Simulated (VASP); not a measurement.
Crystal: Li3H2.

```xyz
10
Lattice="-0.1186 -0.0058 -4.7153 4.6850 -2.8729 0.1118 -4.7024 -2.9021 -0.1186" Properties=species:S:1:pos:R:3 pbc="T T T"
Li   -0.1093   -1.3651   -2.2903
Li   -0.1147   -4.7691   -4.7852
Li    1.6479   -3.6744   -2.0071
Li   -1.8218   -2.1258   -4.4584
Li    1.6347   -1.8331   -4.2217
Li   -1.9378   -3.6613   -1.9280
H    -1.5286   -1.9397   -2.5852
H     1.4972   -3.7555   -0.3788
H    -1.6846   -3.8450   -0.3950
H     1.6838   -1.9377   -2.6601
```

* Program: VASP 6.6.1
* Task: relaxation of cell and atoms
* Functional: PBE
* Potentials or basis: VASP PAW PBE potentials, release 64 (Li_sv, H)
* Cutoff: 600 eV
* k mesh: 4 × 4 × 4
* Occupations: gaussian, width 0.2 eV
* Spin: no spin polarisation

At the start: pressure 1.1 GPa; volume 12.77 Å³/atom.

Q: Where does the relaxation end?

A: Over 15 steps the energy falls by 62.5 meV/atom and the volume is 12.60 Å³/atom (-1.4 %); space group P1 (No. 1, to 0.1 Å) before, Cmc2_1 (No. 36, to 0.1 Å).

Step by step:
```
step  energy change (eV)  largest force (eV/Å)  pressure (GPa)  volume (Å³)
   1              0.0000                1.1681            1.06       127.73
   2             -0.3404                0.6571            0.05       129.27
   3             -0.4683                0.3881           -0.61       131.30
   4             -0.4686                0.3932           -0.60       131.22
   5             -0.5132                0.2816           -0.51       130.23
   6             -0.5732                0.1600           -0.11       127.24
   7             -0.5914                0.1210           -0.02       126.59
   8             -0.6023                0.1251            0.16       125.56
   9             -0.6109                0.1025            0.09       125.85
  10             -0.6158                0.0811            0.00       126.29
  11             -0.6204                0.0468           -0.04       126.47
  12             -0.6213                0.0528           -0.06       126.58
  13             -0.6233                0.0391           -0.02       126.30
  14             -0.6237                0.0391            0.00       126.13
  15             -0.6247                0.0224            0.01       126.00
```

Final structure:
```cif
data_structure
_symmetry_space_group_name_H-M 'P 1'
_symmetry_Int_Tables_number 1
_cell_length_a 4.7989
_cell_length_b 5.4570
_cell_length_c 5.4513
_cell_angle_alpha 118.041
_cell_angle_beta 90.031
_cell_angle_gamma 89.874
_cell_volume 126.00
loop_
_atom_site_label
_atom_site_type_symbol
_atom_site_fract_x
_atom_site_fract_y
_atom_site_fract_z
_atom_site_occupancy
Li1 Li 0.48633 0.20288 0.20330 1
Li2 Li 0.98873 0.79921 0.79929 1
Li3 Li 0.43336 0.84442 0.45867 1
Li4 Li 0.93469 0.15615 0.53568 1
Li5 Li 0.93418 0.53735 0.15627 1
Li6 Li 0.43402 0.46034 0.84473 1
H1 H 0.55829 0.18501 0.52128 1
H2 H 0.05775 0.81588 0.48016 1
H3 H 0.05895 0.47918 0.81604 1
H4 H 0.55889 0.51958 0.18458 1
```

Caveat: the cutoff is under 1.25 times the usual one of these potentials, so pressure, stress and relaxed cells hold a basis-set (Pulay) error.
